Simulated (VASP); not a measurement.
The system is Te2As.

```
CELL_PARAMETERS angstrom
4.23213 0.00000 0.00000
0.00000 4.23213 0.00000
0.00000 0.00000 9.86097
ATOMIC_POSITIONS crystal
Te 0.50000 0.00000 0.64451
Te 0.00000 0.50000 0.35549
Te 0.50000 0.00000 0.03076
Te 0.00000 0.50000 0.96924
As 0.50000 0.00000 0.35976
As 0.00000 0.50000 0.64024
```

The cell was built from a structure type or drawn by symmetry, and may not be a known phase.

```yaml
Program: VASP 6.6.1
Task: relaxation of cell and atoms
Functional: PBE
Potentials_or_basis: VASP PAW PBE potentials, release 64 (Te, As)
Cutoff: 600 eV
k_mesh: 10 × 10 × 4
Occupations: gaussian, width 0.1 eV
Spin: no spin polarisation
```

At the start: pressure -0.1 GPa; volume 29.44 Å³/atom.

Task: How do energy, volume and symmetry change on relaxing?

Result: Over 17 steps the energy falls by 2.5 meV/atom and the volume is 29.50 Å³/atom (+0.2 %); space group P4/nmm (No. 129, to 0.1 Å) before and after.

The path:
```csv
step,energy change (eV),largest force (eV/Å),pressure (GPa),volume (Å³)
1,0.0000,0.1715,-0.06,176.62
2,-0.0130,0.0125,0.00,176.31
3,-0.0135,0.0317,-0.01,176.37
4,-0.0137,0.0287,0.03,176.30
5,-0.0140,0.0188,0.15,176.09
6,-0.0141,0.0189,0.14,176.15
7,-0.0144,0.0192,0.11,176.35
8,-0.0146,0.0196,0.04,176.74
9,-0.0145,0.0314,-0.11,177.52
10,-0.0147,0.0196,-0.03,177.06
11,-0.0147,0.0195,-0.03,177.01
12,-0.0147,0.0194,-0.03,176.98
13,-0.0147,0.0193,0.00,176.86
14,-0.0147,0.0195,-0.01,176.95
15,-0.0147,0.0180,-0.01,176.96
16,-0.0148,0.0135,0.01,176.98
17,-0.0149,0.0069,0.02,177.01
```

Final structure:
```yaml
crystal:
  lattice:
    - [4.24886, 0.00000, 0.00000]
    - [0.00000, 4.24886, 0.00000]
    - [0.00000, 0.00000, 9.80517]
  atoms:
    - { symbol: Te, position: [0.50000, 0.00000, 0.64281] }
    - { symbol: Te, position: [0.00000, 0.50000, 0.35719] }
    - { symbol: Te, position: [0.50000, 0.00000, 0.03223] }
    - { symbol: Te, position: [0.00000, 0.50000, 0.96777] }
    - { symbol: As, position: [0.50000, 0.00000, 0.36260] }
    - { symbol: As, position: [0.00000, 0.50000, 0.63740] }
```

Caveat: the highest band is partly filled, so the run has too few bands.
